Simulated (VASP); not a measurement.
# Y2Si2F (P4/mmm) in VASP: relaxation of cell and atoms with PBE

Aim: the relaxation of cell and atoms of Y2Si2F with PBE.

Everything below comes from runs of VASP 6.6.1. Logs are shortened: lines on timing, memory, paths and dates and some standing lists are left out, and cuts for length are marked.

**1. The cell of the first run**

Symmetry: P4/mmm, No. 123, tetragonal system. Conventional cell: a = 3.659 Å, b = 3.659 Å, c = 7.869 Å, α = 90.00°, β = 90.00°, γ = 90.00°. Within 3.7 Å of Y (site symmetry 4mm) lie 4 Si at 2.81 Å and 4 F at 3.16 Å and 5 Y at 3.62 to 3.66 Å. Within 3.4 Å of Si (site symmetry mmm) lie 4 Si at 2.59 Å and 4 Y at 2.81 Å. F (site symmetry 4/mmm) has 8 Y at 3.16 Å and 4 F at 3.66 Å within 4.2 Å.

**2. Relaxation of cell and atoms, PBE**

The input, INCAR:

```
PREC = Accurate
ENCUT = 600
EDIFF = 1E-6
ISMEAR = 0
SIGMA = 0.1
LREAL = False
LASPH = True
NELM = 60
ALGO = Normal
ISIF = 3
LWAVE = False
LCHARG = False
GGA = PE
IBRION = 2
NSW = 100
EDIFFG = -0.01
```

The input, KPOINTS:

```
Automatic mesh
0
Gamma
  10 10 6
```

The input, POSCAR:

```
Y2Si2F
1.0
    3.6585656058      0.0000000000      0.0000000000
    0.0000000000      3.6585656058      0.0000000000
    0.0000000000      0.0000000000      7.8688746676
Y Si F
2 2 1
Direct
    0.5000000000      0.5000000000      0.2297491804
    0.5000000000      0.5000000000      0.7702508196
    0.0000000000      0.5000000000      0.5000000000
    0.5000000000      0.0000000000      0.5000000000
    0.0000000000      0.0000000000      0.0000000000
```

Potentials or basis: VASP PAW PBE potentials, release 64 (Y_sv, Si, F).

The run is started by

```console
$ cat potpaw_PBE.64/Y_sv/POTCAR potpaw_PBE.64/Si/POTCAR potpaw_PBE.64/F/POTCAR > POTCAR
$ mpirun -np 1 vasp_std > vasp.out
```

OUTCAR:

```text
PREC = Accurate
   ENCUT = 600
   EDIFF = 1E-6
   ISMEAR = 0
   LREAL = False
   LASPH = True
   NELM = 60
   ISIF = 3
   GGA = PE
   IBRION = 2
   NSW = 100
   EDIFFG = -0.01

 ion  position               nearest neighbor table
   1  0.500  0.500  0.230-   3 2.81   4 2.81   4 2.81   3 2.81   2 3.62   2 4.25
   2  0.500  0.500  0.770-   3 2.81   4 2.81   4 2.81   3 2.81   1 3.62   1 4.25
   3  0.000  0.500  0.500-   4 2.59   4 2.59   4 2.59   4 2.59   1 2.81   2 2.81   1 2.81   2 2.81

   4  0.500  0.000  0.500-   3 2.59   3 2.59   3 2.59   3 2.59   2 2.81   2 2.81   1 2.81   1 2.81

   5  0.000  0.000  0.000-

  LATTYP: Found a simple tetragonal cell.
 ALAT       =     3.6585656058
 C/A-ratio  =     2.1508086817

  Lattice vectors:

 A1 = (   3.6585656058,   0.0000000000,   0.0000000000)
 A2 = (   0.0000000000,   3.6585656058,   0.0000000000)
 A3 = (   0.0000000000,   0.0000000000,   7.8688746676)

Analysis of symmetry for initial positions (statically):
=====================================================================
 Subroutine PRICEL returns:
 Original cell was already a primitive cell.

 Routine SETGRP: Setting up the symmetry group for a
 simple tetragonal supercell.

 Subroutine GETGRP returns: Found 16 space group operations
 (whereof 16 operations were pure point group operations)
 out of a pool of 16 trial point group operations.

The static configuration has the point symmetry D_4h.

Analysis of symmetry for dynamics (positions and initial velocities):
=====================================================================
 Subroutine PRICEL returns:
 Original cell was already a primitive cell.

 Routine SETGRP: Setting up the symmetry group for a
 simple tetragonal supercell.

 Subroutine GETGRP returns: Found 16 space group operations
 (whereof 16 operations were pure point group operations)
 out of a pool of 16 trial point group operations.

The dynamic configuration has the point symmetry D_4h.

 Subroutine INISYM returns: Found 16 space group operations
 (whereof 16 operations are pure point group operations),
 and found     1 'primitive' translations

----------------------------------------------------------------------------------------

                                     Primitive cell

  volume of cell :     105.3257

  direct lattice vectors                    reciprocal lattice vectors
[... 95 lines left out ...]
   EDIFFG = -.1E-01   stopping-criterion for IOM
   NSW    =    100    number of steps for IOM
   IBRION =      2    ionic relax: 0-MD 1-quasi-New 2-CG
   NFREE  =      1    steps in history (QN), initial steepest desc. (CG)
   ISIF   =      3    stress and relaxation
   ISYM   =      2    0-nonsym 1-usesym 2-fastsym
   POTIM  = 0.5000    time-step for ionic-motion
   TEBEG  =    0.0;   TEEND  =   0.0 temperature during run
   PSTRESS=    0.0 pullay stress
   NELECT =      37.0000    total number of electrons
   NUPDOWN=      -1.0000    fix difference up-down
   EMIN   =  10.00;   EMAX   =-10.00  energy-range for DOS
   EFERMI =   0.00;   METHOD = LEGACY
   ISMEAR =     0;   SIGMA  =   0.10  broadening in eV -4-tet -1-fermi 0-gaus
   EFERMI_NEDOS =   21; number of points for ismear=-14 and -15
   IALGO  =     38    algorithm
   IMIX   =      4    mixing-type and parameters
     AMIX     =   0.40;   BMIX     =  1.00
     AMIX_MAG =   1.60;   BMIX_MAG =  1.00
  volume/ion in A,a.u.               =      21.07       142.15
  Fermi-wavevector in a.u.,A,eV,Ry     =   1.155129  2.182878 18.154579  1.334324
  Thomas-Fermi vector in A             =   2.291760
   LORBIT       =      0    0 simple, 1 ext, 2 COOP (PROOUT), +10 PAW based schemes
   GGA     = PE    functional components
   LHFCALC =     F    Hartree Fock is set to
   AEXX    =    0.0000 exact exchange contribution
   IVDW    =     0    specifies the selected vdW correction
   LEPSILON=     F    determine dielectric tensor
   LRPA    =     F    only Hartree local field effects (RPA)
 conjugate gradient relaxation of ions
 non-spin polarized calculation
 Gauss-broadening in eV      SIGMA  =   0.10
  energy-cutoff  :      600.00
  volume of cell :      105.33
 maximum number of plane-waves:      3547
 NGX is ok and might be reduce to    30
   NGX = 15   NGY = 15   NGZ = 31

--------------------------------------- Ionic step        1  -------------------------------------------

 number of electron      36.9999986 magnetization

 Free energy of the ion-electron system (eV)
  ---------------------------------------------------
  ext. energy  EPLUGINS =         0.00000000
  ---------------------------------------------------
  free energy    TOTEN  =       -30.13703511 eV

  energy without entropy =      -30.12518055  energy(sigma->0) =      -30.13110783

------------------------ aborting loop because EDIFF is reached ----------------------------------------

  FORCE on cell =-STRESS in cart. coord.  units (eV):
  Direction    XX          YY          ZZ          XY          YZ          ZX
  --------------------------------------------------------------------------------------
  -------------------------------------------------------------------------------------
  Total       -0.1668409     -0.1668409     -0.0410818      0.0000000     -0.0000000      0.0000000
  in kB       -2.5379256     -2.5379256     -0.6249226      0.0000000     -0.0000000      0.0000000
  external PRESSURE =      -1.9002579 kB  Pullay stress =       0.0000000 kB
[... 260 lines left out ...]
--------------------------------------- Ionic step        8  -------------------------------------------

 number of electron      36.9999984 magnetization

 Free energy of the ion-electron system (eV)
  ---------------------------------------------------
  ext. energy  EPLUGINS =         0.00000000
  ---------------------------------------------------
  free energy    TOTEN  =       -30.13926168 eV

  energy without entropy =      -30.12709572  energy(sigma->0) =      -30.13317870

 E-fermi :   5.0245     XC(G=0):  -9.7576

 val. band max:        4.9880798125   @ k =   0.3000   0.1000   0.0000
 cond. band min:       5.0275040743   @ k =   0.4000   0.1000   0.3333
 fundamental gap:      0.0394242618
 Fermi energy:         5.0245124920

 k-point     1 :       0.0000    0.0000    0.0000
  band No.  band energies     occupation
      1     -38.0235      2.00000
      2     -38.0093      2.00000
      3     -19.0393      2.00000
      4     -18.2224      2.00000
      5     -18.0759      2.00000
      6     -17.8972      2.00000
[... 589 lines left out ...]
     21       6.4856      0.00000
     22       6.8685      0.00000

 [... further k-points ...]
[... 5 lines left out ...]
  --------------------------------------------------------------------------------------
  -------------------------------------------------------------------------------------
  Total       -0.0040845     -0.0040845      0.0080010      0.0000000      0.0000000      0.0000000
  in kB       -0.0626848     -0.0626848      0.1227918      0.0000000      0.0000000      0.0000000
  external PRESSURE =      -0.0008593 kB  Pullay stress =       0.0000000 kB
[... 20 lines left out ...]
  FREE ENERGIE OF THE ION-ELECTRON SYSTEM (eV)
  ---------------------------------------------------
  free  energy   TOTEN  =       -30.1392616773 eV

  energy  without entropy=      -30.1270957184  energy(sigma->0) =      -30.13317870

 reached required accuracy - stopping structural energy minimisation
```

OSZICAR:

```text
N       E                     dE             d eps       ncg     rms          rms(c)
DAV:   1     0.197393783881E+03    0.19739E+03   -0.19059E+04  3696   0.171E+03
DAV:   2    -0.164025351336E+02   -0.21380E+03   -0.21022E+03  4508   0.356E+02
[... 65 lines left out ...]
   7 F= -.30139236E+02 E0= -.30133166E+02  d E =-.798118E-05
       N       E                     dE             d eps       ncg     rms          rms(c)
DAV:   1    -0.301394210804E+02   -0.18496E-03   -0.54242E-03  3960   0.535E-01    0.116E-01
DAV:   2    -0.301393005641E+02    0.12052E-03   -0.70349E-04  4438   0.169E-01    0.458E-02
DAV:   3    -0.301392662646E+02    0.34300E-04   -0.89021E-05  5172   0.667E-02    0.243E-02
DAV:   4    -0.301392614566E+02    0.48080E-05   -0.46804E-05  6170   0.324E-02    0.175E-02
DAV:   5    -0.301392616773E+02   -0.22068E-06   -0.17921E-06  3624   0.832E-03
   8 F= -.30139262E+02 E0= -.30133179E+02  d E =-.341097E-04
```

Wall time 8.7 min (1 thread of Intel Xeon 6975P-C (Granite Rapids), shared host); peak memory 0.42 GiB.

Results:

```
Free energy                            : -30.1393 eV
Relaxed volume                         : 20.88 Å³/atom
Relaxed cell                           : a = 3.648 Å, b = 3.648 Å, c = 7.843 Å, α = 90.00°, β = 90.00°, γ = 90.00°
Space group after relaxing (to 0.05 Å) : P4/mmm (No. 123)
Energy gained by relaxing              : 0.4 meV/atom
Ionic steps                            : 8
Pressure after relaxing                : 0.0 GPa
```

Step by step:
| step | energy change (eV) | largest force (eV/Å) | pressure (GPa) | volume (Å³) |
| --- | --- | --- | --- | --- |
| 1 | 0.0000 | 0.1024 | -0.19 | 105.33 |
| 2 | -0.0012 | 0.0727 | -0.08 | 104.95 |
| 3 | -0.0018 | 0.0132 | 0.12 | 104.21 |
| 4 | -0.0019 | 0.0304 | 0.06 | 104.42 |
| 5 | -0.0022 | 0.0014 | -0.03 | 104.47 |
| 6 | -0.0022 | 0.0102 | -0.07 | 104.49 |
| 7 | -0.0022 | 0.0075 | 0.06 | 104.32 |
| 8 | -0.0022 | 0.0007 | 0.00 | 104.40 |

Final structure:
```xyz
5
Lattice="3.6485 0.0000 0.0000 0.0000 3.6485 0.0000 0.0000 0.0000 7.8426" Properties=species:S:1:pos:R:3 pbc="T T T"
Y     1.8242    1.8242    1.7852
Y     1.8242    1.8242    6.0574
Si    0.0000    1.8242    3.9213
Si    1.8242    0.0000    3.9213
F     0.0000    0.0000    0.0000
```

Caveat: an odd number of electrons without spin polarisation forces a metal; a magnetic or distorted state may lie lower.
